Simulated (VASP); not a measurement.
# Te2AsS2 (C2/m) in VASP: single point with PBE

Aim: the single point of Te2AsS2 with PBE.

Program: VASP 6.6.1. These are calculated values, not measurements. Logs are shortened: lines on timing, memory, paths and dates and some standing lists are left out, and cuts for length are marked.

### Step 1. The cell of the first run

Symmetry: C2/m, No. 12, monoclinic system. Conventional cell: a = 10.908 Å, b = 4.017 Å, c = 12.673 Å, α = 90.00°, β = 115.25°, γ = 90.00°. Te (site symmetry m) has 5 S at 2.56 to 3.67 Å and 3 As at 2.73 to 3.53 Å and 1 Te at 3.76 Å within 3.8 Å. Te (site symmetry m) has 5 S at 2.44 to 2.99 Å within 3.2 Å. Within 3.3 Å of As (site symmetry m) lie 1 As at 2.50 Å and 2 Te at 2.73 Å. Within 3.4 Å of S (site symmetry m) lie 3 Te at 2.56 to 2.73 Å. Within 3.2 Å of S (site symmetry m) lie 3 Te at 2.44 to 2.99 Å.

### Step 2. Single point, PBE

Contents of INCAR:

```
  PREC = Accurate
  ENCUT = 520
  EDIFF = 1E-6
  ISMEAR = -1
  SIGMA = 0.1
  LREAL = False
  LASPH = True
  NELM = 60
  ALGO = Normal
  ISIF = 2
  LWAVE = False
  LCHARG = True
  GGA = PE
  LELF = True
  LVHAR = True
  NBANDS = 40
```

Contents of KPOINTS:

```
regular mesh
0
Gamma
  5 5 5
```

Contents of POSCAR:

```
Te2AsS2
1.0
    0.0000000000      4.0170050000      0.0000000000
    5.4537510000     -2.0085020000      0.0000000000
   -0.0478510000      2.0085020000    -11.4621500000
Te As S
4 2 4
Direct
    0.9548000000      0.7341000000      0.8245000000
    0.0452000000      0.2659000000      0.1755000000
    0.8119000000      0.2259000000      0.6021000000
    0.1881000000      0.7741000000      0.3979000000
    0.3942000000      0.7728000000      0.9844000000
    0.6058000000      0.2272000000      0.0156000000
    0.2114000000      0.1852000000      0.7624000000
    0.7886000000      0.8148000000      0.2376000000
    0.5937000000      0.7790000000      0.5916000000
    0.4063000000      0.2210000000      0.4084000000
```

Potentials or basis: VASP PAW PBE potentials, release 64 (Te, As, S).

On the command line:

```
> cat potpaw_PBE.64/Te/POTCAR potpaw_PBE.64/As/POTCAR potpaw_PBE.64/S/POTCAR > POTCAR
> mpirun -np 1 vasp_std > vasp.out
```

OUTCAR:

```text
PREC = Accurate
   ENCUT = 520
   EDIFF = 1E-6
   ISMEAR = -1
   LREAL = False
   LASPH = True
   NELM = 60
   ISIF = 2
   GGA = PE

 ion  position               nearest neighbor table
   1  0.955  0.734  0.825-   7 2.56   5 2.73   5 2.73
   2  0.045  0.266  0.175-   8 2.56   6 2.73   6 2.73
   3  0.812  0.226  0.602-   9 2.44   7 2.73   7 2.73  10 2.99  10 2.99
   4  0.188  0.774  0.398-  10 2.44   8 2.73   8 2.73   9 2.99   9 2.99
   5  0.394  0.773  0.984-   6 2.50   1 2.73   1 2.73
   6  0.606  0.227  0.016-   5 2.50   2 2.73   2 2.73
   7  0.211  0.185  0.762-   1 2.56   3 2.73   3 2.73
   8  0.789  0.815  0.238-   2 2.56   4 2.73   4 2.73
   9  0.594  0.779  0.592-   3 2.44   4 2.99   4 2.99
  10  0.406  0.221  0.408-   4 2.44   3 2.99   3 2.99

  LATTYP: Found a base centered monoclinic cell.
 ALAT       =    10.9075020000
 B/A-ratio  =     0.3682790982
 C/A-ratio  =     1.1618598371
 COS(beta)  =    -0.4265686820

  Lattice vectors:

 A1 = (  -5.4537510000,  -2.0085030000,   0.0000000000)
 A2 = (  -5.4537510000,   2.0085020000,   0.0000000000)
 A3 = (   5.4059000000,  -0.0000000000, -11.4621500000)

Analysis of symmetry for initial positions (statically):
=====================================================================
 Subroutine PRICEL returns:
 Original cell was already a primitive cell.

 Routine SETGRP: Setting up the symmetry group for a
 base centered monoclinic supercell.

 Subroutine GETGRP returns: Found  4 space group operations
 (whereof  4 operations were pure point group operations)
 out of a pool of  4 trial point group operations.

The static configuration has the point symmetry C_2h.

Analysis of symmetry for dynamics (positions and initial velocities):
=====================================================================
 Subroutine PRICEL returns:
 Original cell was already a primitive cell.

 Routine SETGRP: Setting up the symmetry group for a
 base centered monoclinic supercell.

 Subroutine GETGRP returns: Found  4 space group operations
 (whereof  4 operations were pure point group operations)
 out of a pool of  4 trial point group operations.

The dynamic configuration has the point symmetry C_2h.

 Subroutine INISYM returns: Found  4 space group operations
 (whereof  4 operations are pure point group operations),
 and found     1 'primitive' translations

----------------------------------------------------------------------------------------
[... 112 lines left out ...]
   NSW    =      0    number of steps for IOM
   IBRION =     -1    ionic relax: 0-MD 1-quasi-New 2-CG
   NFREE  =      0    steps in history (QN), initial steepest desc. (CG)
   ISIF   =      2    stress and relaxation
   ISYM   =      2    0-nonsym 1-usesym 2-fastsym
   POTIM  = 0.5000    time-step for ionic-motion
   TEBEG  =    0.0;   TEEND  =   0.0 temperature during run
   PSTRESS=    0.0 pullay stress
   NELECT =      58.0000    total number of electrons
   NUPDOWN=      -1.0000    fix difference up-down
   EMIN   =  10.00;   EMAX   =-10.00  energy-range for DOS
   EFERMI =   0.00;   METHOD = LEGACY
   ISMEAR =    -1;   SIGMA  =   0.10  broadening in eV -4-tet -1-fermi 0-gaus
   EFERMI_NEDOS =   21; number of points for ismear=-14 and -15
   IALGO  =     38    algorithm
   IMIX   =      4    mixing-type and parameters
     AMIX     =   0.40;   BMIX     =  1.00
     AMIX_MAG =   1.60;   BMIX_MAG =  1.00
  volume/ion in A,a.u.               =      25.11       169.46
  Fermi-wavevector in a.u.,A,eV,Ry     =   1.004453  1.898141 13.727266  1.008926
  Thomas-Fermi vector in A             =   2.137070
   LORBIT       =      0    0 simple, 1 ext, 2 COOP (PROOUT), +10 PAW based schemes
   GGA     = PE    functional components
   LHFCALC =     F    Hartree Fock is set to
   AEXX    =    0.0000 exact exchange contribution
   IVDW    =     0    specifies the selected vdW correction
   LEPSILON=     F    determine dielectric tensor
   LRPA    =     F    only Hartree local field effects (RPA)
 non-spin polarized calculation
  energy-cutoff  :      520.00
  volume of cell :      251.11
 maximum number of plane-waves:      6798
 NGX is ok and might be reduce to    30
   NGX = 15   NGY = 21   NGZ = 43

 number of electron      57.9999999 magnetization

 Free energy of the ion-electron system (eV)
  ---------------------------------------------------
  ext. energy  EPLUGINS =         0.00000000
  ---------------------------------------------------
  free energy    TOTEN  =       -35.77020752 eV

  energy without entropy =      -35.54694688  energy(sigma->0) =      -35.65857720

 E-fermi :   6.4096     XC(G=0):  -9.6012

 val. band max:        6.3889576628   @ k =  -0.2000  -0.2000   0.2000
 cond. band min:       6.4097364994   @ k =   0.0000   0.0000   0.2000
 fundamental gap:      0.0207788366
 Fermi energy:         6.4096386824

 k-point     1 :       0.0000    0.0000    0.0000
  band No.  band energies     occupation
      1      -9.2871      2.00000
      2      -8.5365      2.00000
      3      -8.0273      2.00000
      4      -6.6533      2.00000
      5      -6.5729      2.00000
      6      -6.2730      2.00000
[... 1021 lines left out ...]
     39       8.8092      0.00000
     40       9.0939      0.00000

 [... further k-points ...]
[... 5 lines left out ...]
  --------------------------------------------------------------------------------------
  -------------------------------------------------------------------------------------
  Total        5.8149451      2.5065451      0.7743881      0.0000005     -0.0000000     -0.4054216
  in kB       37.1015825     15.9927201      4.9408937      0.0000033     -0.0000000     -2.5867456
  external PRESSURE =      19.3450654 kB  Pullay stress =       0.0000000 kB

 VOLUME and BASIS-vectors are now :
 -----------------------------------------------------------------------------
  energy-cutoff  :      520.00
  volume of cell :      251.11
      direct lattice vectors                 reciprocal lattice vectors
     0.000000000  4.017005000  0.000000000     0.091679997  0.248941687  0.043239087
     5.453751000 -2.008502000  0.000000000     0.183360040  0.000000000 -0.000765473
    -0.047851000  2.008502000-11.462150000     0.000000000  0.000000000 -0.087243667

 POSITION                                       TOTAL-FORCE (eV/Angst)
 -----------------------------------------------------------------------------------
      3.96415      4.01700     -9.45054        -0.374743     -0.000000      0.124007
      1.44175      0.00000     -2.01161         0.374743      0.000000     -0.124007
      1.20319      4.01700     -6.90136         0.221914      0.000000      0.111437
      4.20271      0.00000     -4.56079        -0.221914     -0.000000     -0.111437
      4.16755      2.00850    -11.28334        -0.394557     -0.000000     -0.506521
      1.23835      2.00850     -0.17881         0.394557      0.000000      0.506521
      0.97355      2.00850     -8.73874         0.645651      0.000000     -0.155283
      4.43235      2.00850     -2.72341        -0.645651     -0.000000      0.155283
      4.22016      2.00850     -6.78101        -0.250707     -0.000000      0.317784
      1.18574      2.00850     -4.68114         0.250707      0.000000     -0.317784
 -----------------------------------------------------------------------------------
    total drift:                                0.000000      0.000000     -0.000000

  FREE ENERGIE OF THE ION-ELECTRON SYSTEM (eV)
  ---------------------------------------------------
  free  energy   TOTEN  =       -35.7702075241 eV

  energy  without entropy=      -35.5469468776  energy(sigma->0) =      -35.65857720
```

OSZICAR:

```text
N       E                     dE             d eps       ncg     rms          rms(c)
DAV:   1     0.298726229834E+03    0.29873E+03   -0.23261E+04  3120   0.122E+03
DAV:   2    -0.889534364408E+01   -0.30762E+03   -0.29668E+03  4048   0.194E+02
DAV:   3    -0.363547995217E+02   -0.27459E+02   -0.26642E+02  3752   0.618E+01
DAV:   4    -0.370370935165E+02   -0.68229E+00   -0.67395E+00  3568   0.111E+01
DAV:   5    -0.370546897464E+02   -0.17596E-01   -0.17581E-01  3920   0.182E+00    0.258E+01
DAV:   6    -0.357323094126E+02    0.13224E+01   -0.23494E+00  3368   0.692E+00    0.145E+01
DAV:   7    -0.357912130233E+02   -0.58904E-01   -0.10889E+00  3568   0.380E+00    0.758E+00
DAV:   8    -0.357756058813E+02    0.15607E-01   -0.91469E-02  3496   0.141E+00    0.408E+00
DAV:   9    -0.357720208042E+02    0.35851E-02   -0.29050E-02  3272   0.693E-01    0.199E+00
DAV:  10    -0.357701891177E+02    0.18317E-02   -0.83886E-03  3624   0.404E-01    0.595E-01
DAV:  11    -0.357702563220E+02   -0.67204E-04   -0.14630E-03  3280   0.148E-01    0.447E-01
DAV:  12    -0.357702469979E+02    0.93241E-05   -0.81832E-05  3784   0.344E-02    0.339E-01
DAV:  13    -0.357702125091E+02    0.34489E-04   -0.80281E-05  3792   0.407E-02    0.156E-01
DAV:  14    -0.357702084035E+02    0.41056E-05   -0.32896E-05  3608   0.247E-02    0.290E-02
DAV:  15    -0.357702075241E+02    0.87941E-06   -0.60156E-06  3216   0.957E-03
   1 F= -.35770208E+02 E0= -.35658577E+02  d E =-.223261E+00
```

It took 14 min on 1 thread of Intel Xeon 8259CL, shared host; peak memory 0.55 GiB.

Results:

```yaml
Free_energy: -35.7702 eV
Pressure: 1.9 GPa
Largest_force: 0.664 eV/Å
Band_gap_on_the_k_mesh: zero (bands 29 and 30 overlap by 0.89 eV)
```

Forces on the atoms (eV/Å):
```
Te  -0.375  0.000  0.124
Te   0.375  0.000 -0.124
Te   0.222  0.000  0.111
Te  -0.222  0.000 -0.111
As  -0.395  0.000 -0.507
As   0.395  0.000  0.507
S    0.646  0.000 -0.155
S   -0.646  0.000  0.155
S   -0.251  0.000  0.318
S    0.251  0.000 -0.318
```

Stress tensor (GPa, compression positive):
```
 3.71  0.00 -0.26
 0.00  1.60  0.00
-0.26  0.00  0.49
```

Levels at points of the mesh, in eV from the Fermi level:
```csv
k point,band 26,band 27,band 28,band 29,band 30,band 31,band 32,band 33
"(0.00, 0.00, 0.00)",-1.99,-1.92,-0.93,-0.34,0.06,0.22,0.43,0.82
```

Caveat: spin-orbit coupling is left out, which moves the levels of the heavy elements.
